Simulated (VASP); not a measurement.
## Au: single point with PBEsol

Crystal: Au.

```
CELL_PARAMETERS angstrom
-0.04177 1.95347 2.18363
2.02130 0.08375 2.05811
2.13229 1.93894 -0.02724
ATOMIC_POSITIONS crystal
Au 0.00000 0.00000 0.00000
```

```yaml
Program: VASP 6.6.1
Task: single point
Functional: PBEsol
Potentials_or_basis: VASP PAW PBE potentials, release 64 (Au)
Cutoff: 520 eV
k_mesh: 8 × 9 × 8
Occupations: gaussian, width 0.05 eV
Spin: no spin polarisation
Dipole_correction: no
Further_INCAR_settings: ALGO = Normal; EDIFF = 1e-07; NBANDS = 12
```

The pressure is 1.2 GPa.

Stress tensor (GPa, compression positive):
```
 0.27 -2.33  0.76
-2.33  2.95 -1.95
 0.76 -1.95  0.32
```

Levels at points of the mesh, in eV from the Fermi level:
```
           k point  band 2  band 3  band 4  band 5  band 6  band 7  band 8  band 9  band 10  band 11
(0.00, 0.00, 0.00)   -5.24   -4.69   -3.96   -3.51   -2.59   14.61   16.98   18.46    20.70    23.59
(0.50, 0.00, 0.00)   -4.91   -4.26   -2.43   -1.66   -1.20    2.79   14.20   17.20    18.86    24.41
(0.00, 0.00, 0.50)   -4.99   -4.17   -2.45   -1.59   -1.11    2.95   13.97   17.10    18.66    23.99
(0.50, 0.00, 0.50)   -6.71   -2.02   -1.60   -1.34    2.37    7.50    7.66   10.14    15.85    19.23
```

Run time: 41 s on 1 thread of Intel(R) Xeon(R) Platinum 8259CL CPU @ 2.50GHz (Skylake/Cascade Lake), with other jobs on the host, peak memory 0.18 GiB.

Caveat: the PAW data sets were made with another functional, which shifts forces and pressure a little; spin-orbit coupling is left out, which moves the levels of the heavy elements.
